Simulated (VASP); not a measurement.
A run of VASP 6.6.1:

POSCAR

```
Hf
1.0
    0.0000000000      2.1874114471      2.1874114471
    2.1874114471      0.0000000000      2.1874114471
    2.1874114471      2.1874114471      0.0000000000
Hf
1
Direct
    0.0000000000      0.0000000000      0.0000000000
```

The input INCAR.step1:

```
ALGO = Normal
EDIFF = 1E-4
ENCUT = 600
GGA = PE
ISMEAR = 0
LASPH = T
LCHARG = F
LREAL = F
LWAVE = T
NELM = 60
PREC = Accurate
SIGMA = 0.1
```

Contents of INCAR.step2:

```
ALGO = Normal
EDIFF = 1E-6
EDIFFG = -0.05
ENCUT = 600
IBRION = 2
ISIF = 3
ISMEAR = 0
ISTART = 1
LASPH = T
LCHARG = F
LMIXTAU = T
LREAL = F
LWAVE = F
METAGGA = R2SCAN
NELM = 60
NSW = 80
PREC = Accurate
SIGMA = 0.1
```

File KPOINTS:

```
k-points
0
Gamma
  8 8 8
```

Potentials or basis: VASP PAW PBE potentials, release 64 (Hf_pv).

The run is started by

```sh
$ cat potpaw_PBE.64/Hf_pv/POTCAR > POTCAR
$ cp INCAR.step1 INCAR
$ mpirun -np 1 vasp_std > vasp.out
$ cp INCAR.step2 INCAR
$ mpirun -np 1 vasp_std > vasp.out
```

Hardware: 1 thread of Intel Xeon 8259CL, with other jobs on the host.

**Question.** Estimate the wall time of this run.

**Answer.** Run time: 2.4 min on 1 thread of Intel Xeon 8259CL, on a shared host, peak memory 0.17 GiB. Counts: k points 29, ion steps 3.
